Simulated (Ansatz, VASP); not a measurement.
## Two plane-wave programs on WS2

```xyz
3
Lattice="3.1239 0.0000 0.0000 -1.5620 2.7054 0.0000 0.0000 0.0000 16.9375" Properties=species:S:1:pos:R:3 pbc="T T T"
W     0.0000    1.8036    0.0137
S     1.5164    0.9018   15.3257
S     1.6076    0.9018    1.5334
```

Change from the starting cell: mode 4 frozen in at -0.046 Å and mode 9 at -0.039 Å (largest displacements).

Alike in both runs: task single point; functional PBEsol; dispersion D3(BJ); k mesh 12 × 12 × 2; occupations gaussian, width 0.05 eV; no spin polarisation.

|  | VASP | Ansatz |
| --- | --- | --- |
| version | VASP 6.6.1 | Ansatz 0.2.0 |
| potentials or method | VASP PAW PBE potentials, release 64 (W_sv, S), cutoff 520 eV | scalar-relativistic, plane waves, PAW |
| valence electrons in the cell | 26 | 26 |

Ansatz gave:

```
gap on the k mesh at the Fermi level (eV) : 1.96
least direct gap on the mesh (eV)         : 2.03
rms of the force components (eV/Å)        : 0.776
```

Question: Estimate VASP's values.

Answer: gap on the k mesh at the Fermi level (eV): 1.96; least direct gap on the mesh (eV): 2.04; rms of the force components (eV/Å): 0.778.

VASP's potentials were made for PBE, not for PBEsol, and Ansatz warns of the same on its side. Atom by atom the forces differ by 0.010 eV/Å (rms over components).

Spin-orbit coupling is off throughout.
